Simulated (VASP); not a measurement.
A run of VASP 6.6.1 is set up as follows.

INCAR

```
  PREC = Accurate
  ENCUT = 520
  EDIFF = 1E-6
  ISMEAR = 0
  SIGMA = 0.1
  LREAL = False
  LASPH = True
  NELM = 100
  ALGO = Normal
  ISIF = 2
  LWAVE = False
  LCHARG = False
  GGA = PE
  NBANDS = 21
```

KPOINTS

```
regular mesh
0
Gamma
  12 12 6
```

Contents of POSCAR:

```
Si
1.0
    4.1447936891      0.0000000000      0.0000000000
   -2.0723968445      3.5894966282      0.0000000000
    0.0000000000      0.0000000000      7.1973333360
Si
6
Direct
    0.1664087519      0.8335912481      0.8333333333
    0.1664087519      0.3328175037      0.5000000000
    0.6671824963      0.8335912481      0.1666666667
    0.8335912481      0.1664087519      0.8333333333
    0.8335912481      0.6671824963      0.5000000000
    0.3328175037      0.1664087519      0.1666666667
```

Potentials or basis: VASP PAW PBE potentials, release 64 (Si).

Launch:

```console
$ cat potpaw_PBE.64/Si/POTCAR > POTCAR
$ mpirun -np 1 vasp_std > vasp.out
```

Question: Estimate the pressure.

Answer: -0.1 GPa.

Question: Estimate the band gap on the k mesh.

Answer: Zero (bands 12 and 13 overlap by 1.66 eV).

Stress tensor (GPa, compression positive):
```
-0.09  0.00  0.00
 0.00 -0.09  0.00
 0.00  0.00  0.03
```
